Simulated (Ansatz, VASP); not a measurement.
Two plane-wave programs on InGa2O

```xyz
4
Lattice="3.8060 0.0000 0.0000 0.0000 3.8060 0.0000 0.0000 0.0000 5.4573" Properties=species:S:1:pos:R:3 pbc="T T T"
In    1.9030    1.9030    2.7287
Ga    0.0000    1.9030    1.3436
Ga    1.9030    0.0000    4.1137
O     0.0000    0.0000    0.0000
```

Change from the starting cell: species swapped into the ZnGeP2 type (P-4m2, No. 115).

Alike in both runs: task relaxation of cell and atoms; functional PBE; k mesh 4 × 4 × 4; occupations gaussian, width 0.1 eV; no spin polarisation.

|  | VASP | Ansatz |
| --- | --- | --- |
| version | VASP 6.6.1 | Ansatz 0.2.0 |
| potentials or method | VASP PAW PBE potentials, release 64 (In_d, Ga_d, O), cutoff 600 eV | scalar-relativistic, plane waves, PAW |
| valence electrons in the cell | 45 | 45 |

VASP gave:

```
gap on the k mesh at the Fermi level, each at its own relaxed structure (eV) : none
relaxed volume (Å³/atom)                                                     : 18.68
relaxed cell length with the largest relative difference (Å)                 : 8.101
```

What did Ansatz give for the same quantities?

gap on the k mesh at the Fermi level, each at its own relaxed structure (eV): none; relaxed volume (Å³/atom): 20.34; relaxed cell length with the largest relative difference (Å): 6.364.

A gap of «none» marks a metal or a gap that the smearing closes. One of these differences is far larger than is usual between the two programs; its cause wasn't traced.

The k mesh is coarse, so the values compare programs but aren't converged.
